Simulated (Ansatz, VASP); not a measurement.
## Zn4HO4: VASP beside Ansatz

File INCAR:

```
  PREC = Accurate
  ENCUT = 520
  EDIFF = 1E-6
  ISMEAR = 0
  SIGMA = 0.05
  LREAL = F
  LASPH = T
  NELM = 100
  ALGO = Normal
  ISIF = 2
  LWAVE = F
  LCHARG = F
  GGA = PE
  NBANDS = 46
```

File KPOINTS:

```
Automatic mesh
0
Gamma
  4 4 8
```

File POSCAR:

```
Zn4HO4
1.0
    5.6098780345      0.0000000000      0.0000000000
    0.0000000000      5.6098780345      0.0000000000
    0.0000000000      0.0000000000      3.2790255992
Zn O H
4 4 1
Direct
    0.1816262562      0.1816262562      0.5000000000
    0.8183737438      0.8183737438      0.5000000000
    0.6816262562      0.3183737438      0.0000000000
    0.3183737438      0.6816262562      0.0000000000
    0.8184651117      0.1815348883      0.5000000000
    0.1815348883      0.8184651117      0.5000000000
    0.6815348883      0.6815348883      0.0000000000
    0.3184651117      0.3184651117      0.0000000000
    0.9999176225      0.4433737438      0.0000000000
```

Input for Ansatz:

```yaml
crystal:
  lattice:
    - [5.6098780345, 0.0, 0.0]
    - [0.0, 5.6098780345, 0.0]
    - [0.0, 0.0, 3.2790255992]
  atoms:
    - { symbol: Zn, position: [0.1816262562, 0.1816262562, 0.5] }
    - { symbol: Zn, position: [0.8183737438, 0.8183737438, 0.5] }
    - { symbol: Zn, position: [0.6816262562, 0.3183737438, 0.0] }
    - { symbol: Zn, position: [0.3183737438, 0.6816262562, 0.0] }
    - { symbol: O, position: [0.8184651117, 0.1815348883, 0.5] }
    - { symbol: O, position: [0.1815348883, 0.8184651117, 0.5] }
    - { symbol: O, position: [0.6815348883, 0.6815348883, 0.0] }
    - { symbol: O, position: [0.3184651117, 0.3184651117, 0.0] }
    - { symbol: H, position: [0.9999176225, 0.4433737438, 0.0] }
basis:
  ecutwfc: 420
kpoints:
  mp_grid: { grid: [4, 4, 8] }
hamiltonian:
  xc: pbe
  pseudopotentials: { kind: paw, azcp: { folder: soft_1 } }
scf:
  occupations: { method: gaussian, width: 0.05 }
output:
  forces: true
  stress: true
  eigenvalues: true
  write_density: true
  write_potential: true
  elf: true
  volumetric_format: npy
```

Alike in both runs: task single point; functional PBE; k mesh 4 × 4 × 8; occupations gaussian, width 0.05 eV; no spin polarisation.

```csv
,VASP,Ansatz
version,VASP 6.6.1,Ansatz 0.2.0
potentials or method,"VASP PAW PBE potentials, release 64 (Zn, O, H), cutoff 520 eV","scalar-relativistic, plane waves, PAW"
valence electrons in the cell,73,73
```

|  | VASP | Ansatz | Ansatz less VASP |
| --- | --- | --- | --- |
| gap on the k mesh at the Fermi level (eV) | none | none | - |
| pressure (GPa) | 3.2 | 2.4 | -0.75 |
| traceless stress, the component that is largest in VASP (GPa) | -2.11 | -2.07 | +0.041 |
| rms of the force components (eV/Å) | 0.283 | 0.282 | -0.0004 |

Atom by atom the forces differ by 0.002 eV/Å (rms over components). A gap of «none» marks a metal or a gap that the smearing closes.
